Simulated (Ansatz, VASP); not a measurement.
# Two plane-wave programs on HfC4

```
Hf C
1.0
     4.21669   -0.00045    0.00496
     0.00072    4.41692   -0.56821
    -0.00594   -0.64876    4.96514
Hf C
2 8
Direct
  0.50001 0.96926 0.60503
  0.99999 0.03074 0.09497
  0.17635 0.57247 0.74448
  0.32246 0.45211 0.46717
  0.17754 0.54789 0.23284
  0.32365 0.42753 0.95552
  0.82247 0.54789 0.23284
  0.67634 0.42754 0.95553
  0.82366 0.57246 0.74447
  0.67753 0.45211 0.46716
```

Change from the starting cell: cell x1, atoms moved at random (sigma 0.05 Å) and cell strained at random (1.5 %), then relaxed without symmetry.

Alike in both runs: functional PBE; k mesh 6 × 6 × 4; occupations gaussian, width 0.2 eV; no spin polarisation.

Ansatz relaxed the structure, and its values are those at the end. VASP's run is a single point on that final structure, the one shown.

```csv
,VASP,Ansatz
version,VASP 6.6.1,Ansatz 0.2.0
potentials or method,"VASP PAW PBE potentials, release 64 (Hf_pv, C), cutoff 520 eV","scalar-relativistic, plane waves, PAW"
valence electrons in the cell,52,84
```

```csv
,VASP,Ansatz,Ansatz less VASP
gap on the k mesh at the Fermi level (eV),none,none,-
pressure (GPa),-0.4,0.1,+0.50
rms of the force components (eV/Å),0.021,0.006,-0.0152
```

A gap of «none» marks a metal or a gap that the smearing closes. VASP's potentials hold 52 valence electrons a cell and Ansatz's 84, so a difference there can come from the potentials and not from the codes.

Spin-orbit coupling is off throughout.
